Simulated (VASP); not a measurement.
**LiH5: relaxation of cell and atoms with PBE**

The system is LiH5.

```
CELL_PARAMETERS angstrom
1.19767 -2.89455 0.00000
1.19767 2.89455 0.00000
0.00000 0.00000 4.16801
ATOMIC_POSITIONS crystal
Li 0.50000 0.50000 0.50000
H 0.78187 0.21813 0.77551
H 0.21813 0.78187 0.22449
H 0.21813 0.78187 0.77551
H 0.78187 0.21813 0.22449
H 0.00000 0.00000 0.00000
```

The cell was generated, and may not be a known phase.

```yaml
Program: VASP 6.6.1
Task: relaxation of cell and atoms
Functional: PBE
Potentials_or_basis: VASP PAW PBE potentials, release 64 (Li_sv, H)
Cutoff: 750 eV
k_mesh: 16 × 16 × 10
Occupations: gaussian, width 0.1 eV
Spin: no spin polarisation
Dipole_correction: no
Further_INCAR_settings: ALGO = Normal; EDIFF = 1e-07; IBRION = 2; EDIFFG = -0.01; NSW = 100; ISIF = 3
```

| Item | Value |
| --- | --- |
| Relaxed volume | 5.60 Å³/atom |
| Relaxed cell | a = 4.414 Å, b = 4.414 Å, c = 3.617 Å, α = 90.00°, β = 90.00°, γ = 151.52° |
| Space group after relaxing (to 0.1 Å) | Cmmm (No. 65) |
| Energy gained by relaxing | 45.2 meV/atom |
| Ionic steps | 29 |
| Pressure after relaxing | 0.1 GPa |
| Largest force after relaxing | 0.005 eV/Å |
| Band gap on the k mesh | zero (bands 4 and 5 overlap by 1.91 eV) |

Forces on the atoms (eV/Å):
```
Li   0.000  0.000  0.000
H    0.000 -0.003 -0.004
H    0.000  0.003  0.004
H    0.000  0.003 -0.004
H    0.000 -0.003  0.004
H    0.000  0.000  0.000
```

Stress tensor (GPa, compression positive):
```
 0.16  0.00  0.00
 0.00 -0.17  0.00
 0.00  0.00  0.20
```

Step by step:
```
step  energy change (eV)  largest force (eV/Å)  pressure (GPa)  volume (Å³)
   1              0.0000                0.0800           -0.46        28.90
   2             -0.0016                0.0727           -0.33        28.84
   3             -0.0054                0.0517            0.06        28.67
   4             -0.0087                0.0268            0.92        28.32
   5             -0.0111                0.0308            0.85        28.40
   6             -0.0181                0.0495            0.70        28.64
   7             -0.0309                0.0827            0.63        29.09
   8             -0.0577                0.1529            1.23        29.93
   9              0.0575                0.5609            4.67        31.33
  10             -0.0607                0.1896            1.64        30.15
  11             -0.0601                0.2206            1.90        30.30
  12             -0.0618                0.2261            1.89        30.38
  13             -0.0659                0.2450            1.86        30.61
  14             -0.0698                0.2812            1.88        31.06
  15             -0.0768                0.2737            1.67        31.19
  16             -0.0970                0.2530            1.09        31.59
  17             -0.1333                0.2158            0.01        32.37
  18             -0.1854                0.1457           -1.72        33.92
  19             -0.1991                0.1574           -3.90        36.89
  20             -0.2066                0.1253           -3.08        35.58
  21             -0.2359                0.0837           -2.24        35.14
  22             -0.2499                0.0486           -1.59        34.77
  23             -0.2635                0.1106           -0.01        33.97
  24             -0.2627                0.0635           -0.69        34.26
  25             -0.2641                0.0800           -0.40        34.13
  26             -0.2700                0.0437           -0.42        33.87
  27             -0.2701                0.0476           -0.42        33.90
  28             -0.2714                0.0121           -0.02        33.66
  29             -0.2715                0.0047            0.06        33.61
```

Final structure:
```
Li H
1.0
     1.08603   -4.27861    0.00000
     1.08603    4.27861    0.00000
     0.00000    0.00000    3.61686
Li H
1 5
Direct
  0.50000 0.50000 0.50000
  0.75264 0.24736 0.75974
  0.24736 0.75264 0.24026
  0.24736 0.75264 0.75974
  0.75264 0.24736 0.24026
  0.00000 0.00000 0.00000
```

Levels at points of the mesh, in eV from the Fermi level:
| k point | band 1 | band 2 | band 3 | band 4 | band 5 | band 6 | band 7 | band 8 |
| --- | --- | --- | --- | --- | --- | --- | --- | --- |
| (0.00, 0.00, 0.00) | -47.20 | -12.14 | -5.29 | -3.45 | 1.16 | 4.97 | 6.47 | 11.75 |
| (0.50, 0.00, 0.00) | -47.04 | -4.50 | -4.14 | -0.27 | 2.53 | 2.53 | 6.94 | 7.69 |
| (0.50, 0.50, 0.00) | -47.20 | -11.97 | -5.17 | -5.03 | 4.98 | 5.00 | 5.90 | 7.93 |
| (0.00, 0.00, 0.50) | -47.20 | -10.00 | -9.42 | -3.25 | 3.12 | 4.35 | 5.16 | 14.25 |
| (0.50, 0.00, 0.50) | -47.04 | -2.22 | -1.91 | -1.83 | -1.54 | 1.31 | 3.90 | 6.78 |
| (0.50, 0.50, 0.50) | -47.20 | -9.63 | -9.42 | -4.70 | 1.31 | 8.05 | 11.31 | 11.35 |

It took 21 min on 1 thread of AMD EPYC 9R45 96-Core Processor (Zen 5) (shared host), peak memory 0.27 GiB.

Caveat: the volume moved by over 15 % at a fixed basis, so the end points are rough.
